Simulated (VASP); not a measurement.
Set up this calculation in VASP 6.6.1, as the native input.

```
Task                   : relaxation of cell and atoms
Functional             : PBE
Potentials or basis    : VASP PAW PBE potentials, release 64 (Nd_3, Sc_sv, Cl), 4f in core
Cutoff                 : 500 eV
k mesh                 : 4 × 4 × 4
Occupations            : gaussian, width 0.1 eV
Spin                   : no spin polarisation
Dipole correction      : no
Further INCAR settings : ALGO = Normal; EDIFF = 1e-07; IBRION = 2; EDIFFG = -0.04; NSW = 90; ISIF = 3
```

The structure of Nd2ScCl2 lies in POSCAR:

```
Nd2ScCl2
1.0
    2.1329139100     -7.8497655500      0.0000000000
    2.1329139100      7.8497655500      0.0000000000
    0.0000000000      0.0000000000      4.0942231100
Nd Sc Cl
2 1 2
Direct
    0.3624464100      0.6375535900      0.5000000000
    0.6375535900      0.3624464100      0.5000000000
    0.0000000000      0.0000000000      0.0000000000
    0.2000632400      0.7999367600      0.0000000000
    0.7999367600      0.2000632400      0.0000000000
```

The cell was generated, and may not be a known phase.

One way to write it, as run:

INCAR

```
ALGO = Normal
EDIFF = 1E-7
EDIFFG = -0.04
ENCUT = 500
GGA = PE
GGA_COMPAT = F
IBRION = 2
ISIF = 3
ISMEAR = 0
LASPH = T
LCHARG = F
LMAXMIX = 6
LREAL = F
LWAVE = F
NELM = 200
NELMIN = 4
NSW = 90
PREC = Accurate
SIGMA = 0.1
```

KPOINTS

```
k-points
0
Gamma
  4 4 4
```

Potentials or basis: VASP PAW PBE potentials, release 64 (Nd_3, Sc_sv, Cl), 4f in core.

Run with:

```console
$ cat potpaw_PBE.64/Nd_3/POTCAR potpaw_PBE.64/Sc_sv/POTCAR potpaw_PBE.64/Cl/POTCAR > POTCAR
$ mpirun -np 1 vasp_std > vasp.out
```

Results of the run:

```
Relaxed volume                        : 24.49 Å³/atom
Relaxed cell                          : a = 7.820 Å, b = 7.820 Å, c = 3.612 Å, α = 90.00°, β = 90.00°, γ = 146.33°
Space group after relaxing (to 0.1 Å) : Cmmm (No. 65)
Energy gained by relaxing             : 283.6 meV/atom
Ionic steps                           : 9
Pressure after relaxing               : 0.0 GPa
Largest force after relaxing          : 0.038 eV/Å
Band gap on the k mesh                : zero (an odd number of electrons rules out a gap without spin polarisation)
```

Caveat: the k points lie up to 0.43 Å⁻¹ apart in the final cell, too coarse for converged energies and pressures of a metal; spin-orbit coupling is left out, which moves the levels of the heavy elements; the 4f electrons are frozen in the core, so they carry no moment and show no levels; an odd number of electrons without spin polarisation forces a metal; a magnetic or distorted state may lie lower; the run has no spin polarisation, though such a crystal can be magnetic.

Run time: 7.2 min on 1 thread of Intel(R) Xeon(R) 6975P-C (Granite Rapids), with other jobs on the host, peak memory 0.38 GiB.
